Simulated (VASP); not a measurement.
## GaSb: single point with r2SCAN

GaSb:

```
Ga Sb
1.0
    -1.55590    2.67500    2.89331
     1.55590   -2.67500    2.89331
     1.55590    2.67500   -2.89331
Ga Sb
1 1
Cartesian
  0.0000 0.0000 0.0000
  0.0000 0.0000 2.8933
```

```
Program             : VASP 6.6.1
Task                : single point
Functional          : r2SCAN
Potentials or basis : VASP PAW PBE potentials, release 64 (Ga_d, Sb)
Cutoff              : 520 eV
k mesh              : 6 × 6 × 6
Occupations         : fermi-dirac, width 0.05 eV
Spin                : no spin polarisation
```

```json
{
  "Pressure": "-1.6 GPa",
  "Band gap on the k mesh": "zero (band 9 reaches 8.06 eV, above the bottom of band 10 at 3.42 eV)"
}
```

Stress tensor (GPa, compression positive):
```
-3.14  0.00  0.00
 0.00 -1.84  0.00
 0.00  0.00  0.25
```

Levels at points of the mesh, in eV from the Fermi level:
```
           k point  band 5  band 6  band 7  band 8  band 9  band 10  band 11  band 12  band 13  band 14
(0.00, 0.00, 0.00)  -15.57  -12.81   -3.48   -2.67   -2.18     3.50     5.36     6.20     7.67     8.25
(0.50, 0.00, 0.00)  -15.57  -11.34   -8.70   -0.61    1.29     1.98     2.53     4.78     7.12     9.00
(0.00, 0.50, 0.00)  -15.56   -8.64   -6.60   -2.46   -0.72    -0.62     0.90     2.80     3.66     9.07
(0.50, 0.50, 0.00)  -15.56   -8.60   -5.61   -3.28   -2.57    -2.17     3.43     3.78     6.57     7.47
(0.50, 0.50, 0.50)  -15.56  -10.25   -6.46   -5.60   -5.35     3.17     7.21     9.87    10.64    10.64
```

Run time: 75 s on 1 thread of Intel(R) Xeon(R) Platinum 8375C CPU @ 2.90GHz (Ice Lake), on a shared host, peak memory 0.2 GiB.

Caveat: the k points lie up to 0.39 Å⁻¹ apart; the PAW data sets were made with another functional, which shifts forces and pressure a little; spin-orbit coupling is left out, which moves the levels of the heavy elements.
